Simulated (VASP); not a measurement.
# SnO2 (Cassiterite) (P4_2/mnm) in VASP: a series of runs

Runs on SnO2 (Cassiterite). Level: revPBE. Tasks: single point.

Program: VASP 6.6.1. These are calculated values, not measurements. Logs are shortened: lines on timing, memory, paths and dates and some standing lists are left out, and cuts for length are marked.

## (1) The cell of the first run

The structure is tetragonal, space group P4_2/mnm (No. 136). The conventional cell has a = 4.641 Å, b = 4.641 Å, c = 3.121 Å, α = 90.00°, β = 90.00°, γ = 90.00°. Within 2.7 Å of Sn (site symmetry mmm) lie 6 O at 2.01 to 2.02 Å. O (site symmetry m2m) has 3 Sn at 2.01 to 2.02 Å and 1 O at 2.53 Å within 2.7 Å.

## (2) Single point, revPBE

Contents of INCAR:

```
SYSTEM = SnO2
ALGO = Normal
EDIFF = 1E-6
ENCUT = 520
GGA = RE
ISIF = 2
ISMEAR = 0
LASPH = .True.
LCHARG = .False.
LREAL = .False.
LWAVE = .False.
NBANDS = 35
NELM = 80
PREC = Accurate
SIGMA = 0.05
```

Contents of KPOINTS:

```
k-points
0
Gamma
  6 6 8
  0 0 0
```

Contents of POSCAR:

```
SnO2
1.0
    4.6412789831      0.0000000000      0.0000000000
    0.0000000000      4.6412789831      0.0000000000
    0.0000000000      0.0000000000      3.1214511354
Sn O
2 4
Direct
    0.5000000000      0.5000000000      0.5000000000
    0.0000000000      0.0000000000      0.0000000000
    0.8071000000      0.1929000000      0.5000000000
    0.6929000000      0.6929000000      0.0000000000
    0.1929000000      0.8071000000      0.5000000000
    0.3071000000      0.3071000000      0.0000000000
```

Potentials or basis: VASP PAW PBE potentials, release 64 (Sn_d, O).

On the command line:

```sh
> cat potpaw_PBE.64/Sn_d/POTCAR potpaw_PBE.64/O/POTCAR > POTCAR
> mpirun -np 1 vasp_std > vasp.out
```

OUTCAR:

```text
SYSTEM = SnO2
   EDIFF = 1E-6
   ENCUT = 520
   GGA = RE
   ISIF = 2
   ISMEAR = 0
   LASPH = .True.
   LREAL = .False.
   NELM = 80
   PREC = Accurate

 ion  position               nearest neighbor table
   1  0.500  0.500  0.500-   4 2.01   6 2.01   4 2.01   6 2.01   5 2.02   3 2.02   2 3.63   2 3.63
                             2 3.63   2 3.63   2 3.63   2 3.63   2 3.63   2 3.63
   2  0.000  0.000  0.000-   3 2.01   5 2.01   3 2.01   5 2.01   4 2.02   6 2.02   1 3.63   1 3.63
                             1 3.63   1 3.63   1 3.63   1 3.63   1 3.63   1 3.63
   3  0.807  0.193  0.500-   2 2.01   2 2.01   1 2.02
   4  0.693  0.693  0.000-   1 2.01   1 2.01   2 2.02
   5  0.193  0.807  0.500-   2 2.01   2 2.01   1 2.02
   6  0.307  0.307  0.000-   1 2.01   1 2.01   2 2.02

  LATTYP: Found a simple tetragonal cell.
 ALAT       =     4.6412789831
 C/A-ratio  =     0.6725411566

  Lattice vectors:

 A1 = (   4.6412789831,   0.0000000000,   0.0000000000)
 A2 = (   0.0000000000,   4.6412789831,   0.0000000000)
 A3 = (   0.0000000000,   0.0000000000,   3.1214511354)

Analysis of symmetry for initial positions (statically):
=====================================================================
 Subroutine PRICEL returns:
 Original cell was already a primitive cell.

 Routine SETGRP: Setting up the symmetry group for a
 simple tetragonal supercell.

 Subroutine GETGRP returns: Found 16 space group operations
 (whereof  8 operations were pure point group operations)
 out of a pool of 16 trial point group operations.

The static configuration has the point symmetry D_2h.
 The point group associated with its full space group is D_4h.

Analysis of symmetry for dynamics (positions and initial velocities):
=====================================================================
 Subroutine PRICEL returns:
 Original cell was already a primitive cell.

 Routine SETGRP: Setting up the symmetry group for a
 simple tetragonal supercell.

 Subroutine GETGRP returns: Found 16 space group operations
 (whereof  8 operations were pure point group operations)
 out of a pool of 16 trial point group operations.

The dynamic configuration has the point symmetry D_2h.
 The point group associated with its full space group is D_4h.

 Subroutine INISYM returns: Found 16 space group operations
 (whereof  8 operations are pure point group operations),
 and found     1 'primitive' translations

[... 104 lines left out ...]
   EDIFFG = 0.1E-04   stopping-criterion for IOM
   NSW    =      0    number of steps for IOM
   IBRION =     -1    ionic relax: 0-MD 1-quasi-New 2-CG
   NFREE  =      0    steps in history (QN), initial steepest desc. (CG)
   ISIF   =      2    stress and relaxation
   ISYM   =      2    0-nonsym 1-usesym 2-fastsym
   POTIM  = 0.5000    time-step for ionic-motion
   TEBEG  =    0.0;   TEEND  =   0.0 temperature during run
   PSTRESS=    0.0 pullay stress
   NELECT =      52.0000    total number of electrons
   NUPDOWN=      -1.0000    fix difference up-down
   EMIN   =  10.00;   EMAX   =-10.00  energy-range for DOS
   EFERMI =   0.00;   METHOD = LEGACY
   ISMEAR =     0;   SIGMA  =   0.05  broadening in eV -4-tet -1-fermi 0-gaus
   EFERMI_NEDOS =   21; number of points for ismear=-14 and -15
   IALGO  =     38    algorithm
   IMIX   =      4    mixing-type and parameters
     AMIX     =   0.40;   BMIX     =  1.00
     AMIX_MAG =   1.60;   BMIX_MAG =  1.00
  volume/ion in A,a.u.               =      11.21        75.63
  Fermi-wavevector in a.u.,A,eV,Ry     =   1.502676  2.839646 30.722429  2.258035
  Thomas-Fermi vector in A             =   2.613885
   LORBIT       =      0    0 simple, 1 ext, 2 COOP (PROOUT), +10 PAW based schemes
   GGA     = RE    functional components
   LHFCALC =     F    Hartree Fock is set to
   AEXX    =    0.0000 exact exchange contribution
   IVDW    =     0    specifies the selected vdW correction
   LEPSILON=     F    determine dielectric tensor
   LRPA    =     F    only Hartree local field effects (RPA)
 non-spin polarized calculation
 Gauss-broadening in eV      SIGMA  =   0.05
  energy-cutoff  :      520.00
  volume of cell :       67.24
 maximum number of plane-waves:      1836
 NGX is ok and might be reduce to    36
   NGX = 17   NGY = 17   NGZ = 11

 number of electron      51.9999991 magnetization

 Free energy of the ion-electron system (eV)
  ---------------------------------------------------
  ext. energy  EPLUGINS =         0.00000000
  ---------------------------------------------------
  free energy    TOTEN  =       -34.39618752 eV

  energy without entropy =      -34.39618752  energy(sigma->0) =      -34.39618752

 E-fermi :   7.3029     XC(G=0): -11.4157

 val. band max:        6.9893404654   @ k =   0.0000   0.0000   0.0000
 cond. band min:       9.0786246149   @ k =   0.0000   0.0000   0.0000
 fundamental gap:      2.0892841496
 Fermi energy:         7.3028504972

 k-point     1 :       0.0000    0.0000    0.0000
  band No.  band energies     occupation
      1     -14.2832      2.00000
      2     -13.4057      2.00000
      3     -12.9462      2.00000
      4     -12.9250      2.00000
      5     -12.9250      2.00000
      6     -12.8595      2.00000
[... 901 lines left out ...]
     34      20.0322      0.00000
     35      20.3514      0.00000

 [... further k-points ...]

------------------------ aborting loop because EDIFF is reached ----------------------------------------

  FORCE on cell =-STRESS in cart. coord.  units (eV):
  Direction    XX          YY          ZZ          XY          YZ          ZX
  --------------------------------------------------------------------------------------
  -------------------------------------------------------------------------------------
  Total       12.2066135     12.2066135     15.7853594      0.0000000      0.0000000      0.0000000
  in kB      290.8532263    290.8532263    376.1258370      0.0000000      0.0000000      0.0000000
  external PRESSURE =     319.2774299 kB  Pullay stress =       0.0000000 kB

 VOLUME and BASIS-vectors are now :
 -----------------------------------------------------------------------------
  energy-cutoff  :      520.00
  volume of cell :       67.24
      direct lattice vectors                 reciprocal lattice vectors
     4.641278983  0.000000000  0.000000000     0.215457852  0.000000000  0.000000000
     0.000000000  4.641278983  0.000000000     0.000000000  0.215457852  0.000000000
     0.000000000  0.000000000  3.121451135     0.000000000  0.000000000  0.320363817

 POSITION                                       TOTAL-FORCE (eV/Angst)
 -----------------------------------------------------------------------------------
      2.32064      2.32064      1.56073        -0.000000     -0.000000      0.000000
      0.00000      0.00000      0.00000        -0.000000     -0.000000      0.000000
      3.74598      0.89530      1.56073        -0.426712      0.426712      0.000000
      3.21594      3.21594      0.00000         0.426712      0.426712      0.000000
      0.89530      3.74598      1.56073         0.426712     -0.426712     -0.000000
      1.42534      1.42534      0.00000        -0.426712     -0.426712     -0.000000
 -----------------------------------------------------------------------------------
    total drift:                               -0.000000      0.000000      0.000000

  FREE ENERGIE OF THE ION-ELECTRON SYSTEM (eV)
  ---------------------------------------------------
  free  energy   TOTEN  =       -34.3961875198 eV

  energy  without entropy=      -34.3961875198  energy(sigma->0) =      -34.39618752
```

stdout:

```text
POSCAR found type information on POSCAR SnO
 POSCAR found :  2 types and       6 ions
 scaLAPACK will be used
 -----------------------------------------------------------------------------
|                                                                             |
|                                                                             |
|     You enforced a specific xc type in the INCAR file but a different       |
|     I HOPE YOU KNOW WHAT YOU ARE DOING!                                     |
|                                                                             |
 -----------------------------------------------------------------------------

 LDA part: xc-table for (Slater+PW92), standard interpolation
 POSCAR, INCAR and KPOINTS ok, starting setup
 FFT: planning ... GRIDC
 FFT: planning ... GRID_SOFT
 FFT: planning ... GRID
 WAVECAR not read
 entering main loop
```

Wall time 98 s (1 thread of Intel Xeon Platinum 8488C (Sapphire Rapids), shared host); peak memory 0.22 GiB.

What came out:

```yaml
Free_energy: -34.3962 eV
Pressure: 31.9 GPa
Largest_force: 0.603 eV/Å
Band_gap_on_the_k_mesh: 2.09 eV, direct
```

Forces on the atoms (eV/Å):
```
Sn   0.000  0.000  0.000
Sn   0.000  0.000  0.000
O   -0.427  0.427  0.000
O    0.427  0.427  0.000
O    0.427 -0.427  0.000
O   -0.427 -0.427  0.000
```

Stress tensor (GPa, compression positive):
```
29.09  0.00  0.00
 0.00 29.09  0.00
 0.00  0.00 37.61
```

Caveat: the PAW data sets were made with another functional, which shifts forces and pressure a little; spin-orbit coupling is left out, which moves the levels of the heavy elements.

## (3) Single point, revPBE

This run uses another cell than the first one, of 11.45 Å³/atom, 1.021 times its volume.

Contents of INCAR:

```
PREC = Accurate ; ENCUT = 520
EDIFF = 1E-7 ; ISMEAR = 0
SIGMA = 0.05 ; LREAL = False
LASPH = True ; NELM = 80
ALGO = Normal ; ISIF = 2
LWAVE = False ; LCHARG = False
GGA = RE ; NBANDS = 35
```

Contents of KPOINTS:

```
regular mesh
0
Gamma
  6 6 8
```

Edit POSCAR of step 2 so:

```diff
@@ -2,5 +2,5 @@
 1.0
-    4.6412789831      0.0000000000      0.0000000000
-    0.0000000000      4.6412789831      0.0000000000
-    0.0000000000      0.0000000000      3.1214511354
+    4.6739651233      0.0000000000      0.0000000000
+    0.0000000000      4.6739651233      0.0000000000
+    0.0000000000      0.0000000000      3.1434339099
 Sn O
```

Potentials or basis: VASP PAW PBE potentials, release 64 (Sn_d, O).

On the command line:

```sh
> cat potpaw_PBE.64/Sn_d/POTCAR potpaw_PBE.64/O/POTCAR > POTCAR
> mpirun -np 1 vasp_std > vasp.out
```

It took 97 s on 1 thread of Intel Xeon Platinum 8488C (Sapphire Rapids), shared host; peak memory 0.23 GiB.

It converged, with:

```
Free energy            : -34.6549 eV
Pressure               : 25.6 GPa
Largest force          : 0.501 eV/Å
Band gap on the k mesh : 1.83 eV, direct
```

Forces in eV/Å, atoms in the order of the input:
```
Sn   0.000  0.000  0.000
Sn   0.000  0.000  0.000
O   -0.354  0.354  0.000
O    0.354  0.354  0.000
O    0.354 -0.354  0.000
O   -0.354 -0.354  0.000
```

Stress tensor (GPa, compression positive):
```
23.41  0.00  0.00
 0.00 23.41  0.00
 0.00  0.00 30.06
```

Levels at points of the mesh, in eV from the valence-band top:
```csv
k point,band 22,band 23,band 24,band 25,band 26,band 27,band 28,band 29,band 30,band 31
"(0.00, 0.00, 0.00)",-1.19,-1.19,-0.81,-0.81,0.00,1.83,6.63,6.68,6.68,10.88
"(0.50, 0.00, 0.00)",-1.99,-1.16,-1.16,-0.65,-0.65,4.97,4.97,7.44,7.44,11.51
"(0.50, 0.50, 0.00)",-2.01,-1.27,-1.27,-0.94,-0.94,5.38,5.38,7.93,7.93,11.51
"(0.00, 0.00, 0.50)",-2.59,-1.74,-1.74,-1.32,-1.32,6.80,6.80,10.20,10.20,11.14
"(0.50, 0.00, 0.50)",-1.76,-1.17,-1.17,-0.64,-0.64,7.10,7.10,8.52,8.52,11.57
"(0.50, 0.50, 0.50)",-2.41,-1.01,-1.01,-0.88,-0.88,5.43,5.43,9.23,9.23,11.57
```

Caveat: the PAW data sets were made with another functional, which shifts forces and pressure a little; spin-orbit coupling is left out, which moves the levels of the heavy elements.

## (4) Single point, revPBE

This run uses another cell than the first one, of 11.68 Å³/atom, 1.043 times its volume.

Contents of INCAR:

```
PREC = Accurate
ENCUT = 520
EDIFF = 1E-6
ISMEAR = 0
SIGMA = 0.05
LREAL = False
LASPH = True
NELM = 100
ALGO = Normal
ISIF = 2
LWAVE = False
LCHARG = True
GGA = RE
LELF = True
LVHAR = True
NBANDS = 35
```

Contents of KPOINTS:

```
Automatic mesh
0
Gamma
  6 6 8
```

Edit POSCAR of step 3 so:

```diff
@@ -2,5 +2,5 @@
 1.0
-    4.6739651233      0.0000000000      0.0000000000
-    0.0000000000      4.6739651233      0.0000000000
-    0.0000000000      0.0000000000      3.1434339099
+    4.7062003841      0.0000000000      0.0000000000
+    0.0000000000      4.7062003841      0.0000000000
+    0.0000000000      0.0000000000      3.1651134496
 Sn O
```

On the command line:

```sh
> cat potpaw_PBE.64/Sn_d/POTCAR potpaw_PBE.64/O/POTCAR > POTCAR
> mpirun -np 1 vasp_std > vasp.out
```

Run time: 77 s. Hardware: 1 thread of Intel Xeon Platinum 8488C (Sapphire Rapids), shared host; peak memory 0.23 GiB.

It converged, with:

```
Free energy            : -34.8602 eV
Pressure               : 19.9 GPa
Largest force          : 0.406 eV/Å
Band gap on the k mesh : 1.58 eV, direct
```

Forces on the atoms (eV/Å):
```
Sn   0.000  0.000  0.000
Sn   0.000  0.000  0.000
O   -0.287  0.287  0.000
O    0.287  0.287  0.000
O    0.287 -0.287  0.000
O   -0.287 -0.287  0.000
```

Stress tensor (GPa, compression positive):
```
18.28  0.00  0.00
 0.00 18.28  0.00
 0.00  0.00 23.24
```

Levels at points of the mesh, in eV from the valence-band top:
| k point | band 24 | band 25 | band 26 | band 27 | band 28 | band 29 |
| --- | --- | --- | --- | --- | --- | --- |
| (0.00, 0.00, 0.00) | -0.79 | -0.79 | 0.00 | 1.58 | 6.43 | 6.56 |
| (0.50, 0.00, 0.00) | -1.17 | -0.64 | -0.64 | 4.73 | 4.73 | 7.32 |
| (0.50, 0.50, 0.00) | -1.29 | -0.92 | -0.92 | 5.14 | 5.14 | 7.78 |
| (0.00, 0.00, 0.50) | -1.69 | -1.28 | -1.28 | 6.54 | 6.54 | 10.05 |
| (0.50, 0.00, 0.50) | -1.13 | -0.66 | -0.66 | 6.83 | 6.83 | 8.34 |
| (0.50, 0.50, 0.50) | -0.99 | -0.86 | -0.86 | 5.21 | 5.21 | 9.12 |

Caveat: the PAW data sets were made with another functional, which shifts forces and pressure a little; spin-orbit coupling is left out, which moves the levels of the heavy elements. Expect the measured gap to be larger: semilocal functionals such as revPBE lack the derivative discontinuity.

## (5) Single point, revPBE

This run uses another cell than the first one, of 11.92 Å³/atom, 1.064 times its volume.

Contents of INCAR:

```
SYSTEM = SnO2
ALGO = Normal
EDIFF = 1E-7
ENCUT = 520
GGA = RE
ISIF = 2
ISMEAR = 0
LASPH = .TRUE.
LCHARG = .FALSE.
LREAL = .FALSE.
LWAVE = .FALSE.
NBANDS = 35
NELM = 80
PREC = Accurate
SIGMA = 0.05
```

Contents of KPOINTS:

```
k-points
0
G
  6 6 8
  0 0 0
```

Edit POSCAR of step 4 so:

```diff
@@ -2,5 +2,5 @@
 1.0
-    4.7062003841      0.0000000000      0.0000000000
-    0.0000000000      4.7062003841      0.0000000000
-    0.0000000000      0.0000000000      3.1651134496
+    4.7380000000      0.0000000000      0.0000000000
+    0.0000000000      4.7380000000      0.0000000000
+    0.0000000000      0.0000000000      3.1865000000
 Sn O
```

On the command line:

```sh
> cat potpaw_PBE.64/Sn_d/POTCAR potpaw_PBE.64/O/POTCAR > POTCAR
> mpirun -np 1 vasp_std > vasp.out
```

Wall time 84 s (1 thread of Intel Xeon Platinum 8488C (Sapphire Rapids), shared host); peak memory 0.23 GiB.

The run converged. Its results:

```yaml
Free_energy: -35.0176 eV
Pressure: 14.9 GPa
Largest_force: 0.317 eV/Å
Band_gap_on_the_k_mesh: 1.34 eV, direct
```

Forces in eV/Å, atoms in the order of the input:
```
Sn   0.000  0.000  0.000
Sn   0.000  0.000  0.000
O   -0.224  0.224  0.000
O    0.224  0.224  0.000
O    0.224 -0.224  0.000
O   -0.224 -0.224  0.000
```

Stress tensor (GPa, compression positive):
```
13.75  0.00  0.00
 0.00 13.75  0.00
 0.00  0.00 17.18
```

Levels at points of the mesh, in eV from the valence-band top:
```
           k point  band 24  band 25  band 26  band 27  band 28  band 29
(0.00, 0.00, 0.00)    -0.77    -0.77     0.00     1.34     6.24     6.45
(0.50, 0.00, 0.00)    -1.18    -0.63    -0.63     4.51     4.51     7.20
(0.50, 0.50, 0.00)    -1.30    -0.90    -0.90     4.90     4.90     7.63
(0.00, 0.00, 0.50)    -1.64    -1.26    -1.26     6.29     6.29     9.90
(0.50, 0.00, 0.50)    -1.09    -0.69    -0.69     6.57     6.57     8.16
(0.50, 0.50, 0.50)    -0.97    -0.83    -0.83     4.99     4.99     9.02
```

Caveat: the PAW data sets were made with another functional, which shifts forces and pressure a little; spin-orbit coupling is left out, which moves the levels of the heavy elements.

## (6) Overview

| cell | gap on the mesh (eV) | pressure (GPa) | largest force (eV/Å) |
| --- | --- | --- | --- |
| a = 4.641, b = 4.641, c = 3.121 Å, 6 atoms | 2.09 | 31.9 | 0.60 |
| a = 4.674, b = 4.674, c = 3.143 Å, 6 atoms | 1.83 | 25.6 | 0.50 |
| a = 4.706, b = 4.706, c = 3.165 Å, 6 atoms | 1.58 | 19.9 | 0.41 |
| a = 4.738, b = 4.738, c = 3.187 Å, 6 atoms | 1.34 | 14.9 | 0.32 |

Alike in all rows: task single point; level revPBE; potentials or basis VASP PAW PBE potentials, release 64 (Sn_d, O); no spin polarisation; k mesh 6 × 6 × 8; cutoff (eV) 520; smearing gaussian 0.05 eV.

Caveats: the PAW data sets were made with another functional, which shifts forces and pressure a little; spin-orbit coupling is left out, which moves the levels of the heavy elements.

Total energies depend on the potentials used, so only differences within one code and one set of settings carry meaning.
